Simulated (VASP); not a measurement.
Write the native input for VASP 6.6.1 that does the following.

- Task: single point
- Functional: PBE
- Potentials or basis: VASP PAW PBE potentials, release 64 (Hf_pv, F)
- Cutoff: 520 eV
- k mesh: 6 × 6 × 2
- Occupations: gaussian, width 0.1 eV
- Spin: no spin polarisation
- Dipole correction: no
- Further INCAR settings: ALGO = Normal; EDIFF = 1e-06; NBANDS = 38

The structure of Hf5F lies in POSCAR:

```
Hf5F
1.0
    2.9012552900      0.0000000000      0.0000000000
   -1.4506276400      2.5125607800      0.0000000000
    0.0000000000      0.0000000000     14.1022498900
Hf F
5 1
Direct
    0.6666666700      0.3333333300      0.8353336500
    0.0000000000      0.0000000000      0.6676422400
    0.6666666700      0.3333333300      0.5000000000
    0.0000000000      0.0000000000      0.3323577600
    0.6666666700      0.3333333300      0.1646663500
    0.0000000000      0.0000000000      0.0000000000
```

The cell was generated, and may not be a known phase.

One way to write it, as run:

INCAR

```
SYSTEM = Hf5F
  ALGO = Normal
  EDIFF = 1E-6
  ENCUT = 520
  GGA = PE
  ISIF = 2
  ISMEAR = 0
  LASPH = .TRUE.
  LCHARG = .TRUE.
  LELF = .TRUE.
  LREAL = .FALSE.
  LVHAR = .TRUE.
  LWAVE = .FALSE.
  NBANDS = 38
  NELM = 80
  PREC = Accurate
  SIGMA = 0.1
```

KPOINTS

```
k-points
0
G
  6 6 2
  0 0 0
```

Potentials or basis: VASP PAW PBE potentials, release 64 (Hf_pv, F).

The run is started by

```sh
$ cat potpaw_PBE.64/Hf_pv/POTCAR potpaw_PBE.64/F/POTCAR > POTCAR
$ mpirun -np 1 vasp_std > vasp.out
```

Results of the run:

```yaml
Pressure: 26.8 GPa
Largest_force: 2.924 eV/Å
Band_gap_on_the_k_mesh: zero (an odd number of electrons rules out a gap without spin polarisation)
```

Caveat: the k points lie up to 0.42 Å⁻¹ apart, too coarse for converged energies and pressures of a metal; spin-orbit coupling is left out, which moves the levels of the heavy elements; an odd number of electrons without spin polarisation forces a metal; a magnetic or distorted state may lie lower.

Run time: 62 s on 1 thread of Intel(R) Xeon(R) 6975P-C (Granite Rapids), on a shared host, peak memory 0.24 GiB.
